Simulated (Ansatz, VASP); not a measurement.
**One calculation of InSb, two programs**

File INCAR:

```
PREC     = Accurate       # precision mode
ENCUT    = 520            # plane-wave cutoff, eV
EDIFF    = 1E-7           # SCF threshold, eV
ISMEAR   = 0              # smearing method
SIGMA    = 0.15           # smearing width, eV
LREAL    = F              # projectors in reciprocal space
LASPH    = T              # aspherical terms in the spheres
NELM     = 100            # most SCF steps
ALGO     = Normal         # electronic algorithm
ISIF     = 2              # what is computed and relaxed
LWAVE    = F              # write WAVECAR
LCHARG   = T              # write CHGCAR
GGA      = PE             # functional
LELF     = T              # ELF
LVHAR    = T            
NBANDS   = 16             # bands
```

The input KPOINTS:

```
Automatic mesh
0
Gamma
  12 12 12
```

POSCAR

```
InSb
1.0
    0.0000000000      2.9574042584      3.5364613676
    2.7316857677      0.0000000000      3.5364613676
    2.7316857677      2.9574042584      0.0000000000
In Sb
1 1
Direct
    0.0000000000      0.0000000000      0.0000000000
    0.5000000000      0.5000000000      0.5000000000
```

Input for Ansatz:

```yaml
crystal:
  lattice:
    - [0.0, 2.9574042584, 3.5364613676]
    - [2.7316857677, 0.0, 3.5364613676]
    - [2.7316857677, 2.9574042584, 0.0]
  atoms:
    - { symbol: In, position: [0.0, 0.0, 0.0] }
    - { symbol: Sb, position: [0.5, 0.5, 0.5] }
basis:
  ecutwfc: 420
kpoints:
  mp_grid: { grid: [12, 12, 12] }
hamiltonian:
  xc: pbe
  pseudopotentials: { kind: paw, azcp: { folder: soft_1 } }
scf:
  occupations: { method: gaussian, width: 0.15 }
output:
  forces: true
  stress: true
  eigenvalues: true
```

Change from the starting cell: strain +e along x and -e along y -0.0367, strain +e along z and -e/2 along x and y +0.1500.

Alike in both runs: task single point; functional PBE; k mesh 12 × 12 × 12; occupations gaussian, width 0.15 eV; no spin polarisation.

|  | VASP | Ansatz |
| --- | --- | --- |
| version | VASP 6.6.1 | Ansatz 0.2.0 |
| potentials or method | VASP PAW PBE potentials, release 64 (In_d, Sb), cutoff 520 eV | scalar-relativistic, plane waves, PAW |
| valence electrons in the cell | 18 | 28 |

Ansatz gave:

| Item | Value |
| --- | --- |
| gap on the k mesh at the Fermi level (eV) | none |
| pressure (GPa) | 6.4 |
| traceless stress, the component that is largest in VASP (GPa) | 12.68 |

Question: Which values does VASP return?

Answer: gap on the k mesh at the Fermi level (eV): none; pressure (GPa): 6.4; traceless stress, the component that is largest in VASP (GPa): 12.65.

A gap of «none» marks a metal or a gap that the smearing closes. With one functional, cell and mesh, what is left measures potentials, basis and numerics. VASP's potentials hold 18 valence electrons a cell and Ansatz's 28, so a difference there can come from the potentials and not from the codes.

Spin-orbit coupling is off throughout.
